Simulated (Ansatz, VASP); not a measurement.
# Two plane-wave programs on PtSe2

```xyz
3
Lattice="3.7240 0.0000 0.0000 -1.8620 3.2251 0.0000 0.0000 0.0000 5.0620" Properties=species:S:1:pos:R:3 pbc="T T T"
Pt    0.0000    0.0000    0.0000
Se    1.8620    1.0750    3.7965
Se    0.0000    2.1501    1.2655
```

Alike in both runs: functional LDA; k mesh 8 × 8 × 5; occupations fermi-dirac, width 0.05 eV; no spin polarisation; Hubbard terms Pt d U = 6.0 eV.

|  | VASP | Ansatz |
| --- | --- | --- |
| version | VASP 6.6.1 | Ansatz 0.2.0 |
| potentials or method | VASP PAW LDA potentials, release 64 (Pt, Se) | Ansatz PAW |
| plane-wave cutoff (eV) | 520 | 420 |
| valence electrons in the cell | 22 | 50 |
| task | single point | projected density of states |

VASP gave:

```
gap on the k mesh at the Fermi level (eV)                     : none
pressure (GPa)                                                : -4.4
traceless stress, the component that is largest in VASP (GPa) : 0.44
rms of the force components (eV/Å)                            : 0.044
```

Problem. Which values does Ansatz return?

Solution. gap on the k mesh at the Fermi level (eV): none; pressure (GPa): 0.1; traceless stress, the component that is largest in VASP (GPa): -1.21; rms of the force components (eV/Å): 0.170.

LDA's correlation is that of Perdew and Zunger in VASP and of Perdew and Wang (1992) in Ansatz. The programs project onto different local orbitals, so the same U acts differently, and such runs can settle in different states. Atom by atom the forces differ by 0.214 eV/Å (rms over components). A gap of «none» marks a metal or a gap that the smearing closes. VASP's potentials hold 22 valence electrons a cell and Ansatz's 50, so a difference there can come from the potentials and not from the codes.

Spin-orbit coupling is off throughout.
